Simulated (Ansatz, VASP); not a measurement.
# Sr2CdP3: VASP beside Ansatz

```
Sr Cd P
1.0
     5.01325    0.00000    0.00000
    -2.50663    4.34160    0.00000
     0.00000    0.00000    7.23007
Sr Cd P
2 1 3
Direct
  0.33333 0.66667 0.50000
  0.66667 0.33333 0.50000
  0.00000 0.00000 0.00000
  0.00000 0.00000 0.75327
  0.00000 0.00000 0.24673
  0.00000 0.00000 0.50000
```

Alike in both runs: task single point; functional PBE; k mesh 6 × 6 × 4; occupations gaussian, width 0.1 eV; no spin polarisation.

|  | VASP | Ansatz |
| --- | --- | --- |
| version | VASP 6.6.1 | Ansatz 0.2.0 |
| potentials or method | VASP PAW PBE potentials, release 64 (Sr_sv, Cd, P), cutoff 520 eV | scalar-relativistic, plane waves, PAW |
| valence electrons in the cell | 47 | 55 |

|  | VASP | Ansatz | Ansatz less VASP |
| --- | --- | --- | --- |
| gap on the k mesh at the Fermi level (eV) | none | none | - |
| rms of the force components (eV/Å) | 3.941 | 3.685 | -0.2562 |

Atom by atom the forces differ by 0.256 eV/Å (rms over components). A gap of «none» marks a metal or a gap that the smearing closes. VASP's potentials hold 47 valence electrons a cell and Ansatz's 55, so a difference there can come from the potentials and not from the codes.
